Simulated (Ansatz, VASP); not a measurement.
# Rh in VASP and in Ansatz

```
Rh
1.0
    -1.51418    1.51418    1.51418
     1.51418   -1.51418    1.51418
     1.51418    1.51418   -1.51418
Rh
1
Direct
  0.00000 0.00000 0.00000
```

Alike in both runs: functional PBEsol; k mesh 20 × 20 × 20; occupations gaussian, width 0.1 eV; no spin polarisation.

Ansatz relaxed the structure, and its values are those at the end. VASP's run is a single point on that final structure, the one shown.

|  | VASP | Ansatz |
| --- | --- | --- |
| version | VASP 6.6.1 | Ansatz 0.2.0 |
| potentials or method | VASP PAW PBE potentials, release 64 (Rh_pv), cutoff 500 eV | scalar-relativistic, plane waves, PAW |
| valence electrons in the cell | 15 | 17 |

```csv
,VASP,Ansatz,Ansatz less VASP
gap on the k mesh at the Fermi level (eV),none,none,-
pressure (GPa),0.0,0.0,0.00
```

VASP's potentials were made for PBE, not for PBEsol. A gap of «none» marks a metal or a gap that the smearing closes. VASP's potentials hold 15 valence electrons a cell and Ansatz's 17, so a difference there can come from the potentials and not from the codes.
